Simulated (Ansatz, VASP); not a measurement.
## W in VASP and in Ansatz

```
W
1.0
     0.00000    1.99900    2.02898
     1.99900    0.00000    2.02898
     1.99900    1.99900    0.00000
W
1
Cartesian
  0.0000 0.0000 0.0000
```

Change from the starting cell: strain +0.000 along x and y, +0.015 along z, atoms carried along.

Alike in both runs: task single point; functional PBEsol; k mesh 26 × 26 × 26; occupations gaussian, width 0.15 eV; no spin polarisation.

```csv
,VASP,Ansatz
version,VASP 6.6.1,Ansatz 0.2.0
potentials or method,"VASP PAW PBE potentials, release 64 (W_sv), cutoff 520 eV","scalar-relativistic, plane waves, PAW"
valence electrons in the cell,14,14
```

|  | VASP | Ansatz | Ansatz less VASP |
| --- | --- | --- | --- |
| gap on the k mesh at the Fermi level (eV) | none | none | - |
| pressure (GPa) | -3.8 | -4.4 | -0.61 |
| traceless stress, the component that is largest in VASP (GPa) | 3.08 | 3.05 | -0.036 |

VASP's potentials were made for PBE, not for PBEsol. A gap of «none» marks a metal or a gap that the smearing closes. The functional is the same, so the differences come from potentials, cutoffs and numerics.

Neither program's run includes spin-orbit coupling.
